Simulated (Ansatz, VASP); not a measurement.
## Pt in VASP and in Ansatz

```
Pt
1.0
     0.10178    2.01009    2.01009
     2.01009    0.10178    2.01009
     2.01009    2.01009    0.10178
Pt
1
Direct
  0.00000 0.00000 0.00000
```

Alike in both runs: task single point; functional PBEsol; k mesh 24 × 24 × 24; occupations gaussian, width 0.15 eV; no spin polarisation.

|  | VASP | Ansatz |
| --- | --- | --- |
| version | VASP 6.6.1 | Ansatz 0.2.0 |
| potentials or method | VASP PAW PBE potentials, release 64 (Pt), cutoff 520 eV | scalar-relativistic, plane waves, PAW |
| valence electrons in the cell | 10 | 18 |

Ansatz gave:

```
gap on the k mesh at the Fermi level (eV)                     : none
pressure (GPa)                                                : 2.5
traceless stress, the component that is largest in VASP (GPa) : -4.64
```

Question: Estimate VASP's values.

Answer: gap on the k mesh at the Fermi level (eV): none; pressure (GPa): 2.1; traceless stress, the component that is largest in VASP (GPa): -4.68.

VASP's potentials were made for PBE, not for PBEsol. A gap of «none» marks a metal or a gap that the smearing closes. With one functional, cell and mesh, what is left measures potentials, basis and numerics. VASP's potentials hold 10 valence electrons a cell and Ansatz's 18, so a difference there can come from the potentials and not from the codes.

Neither program's run includes spin-orbit coupling.
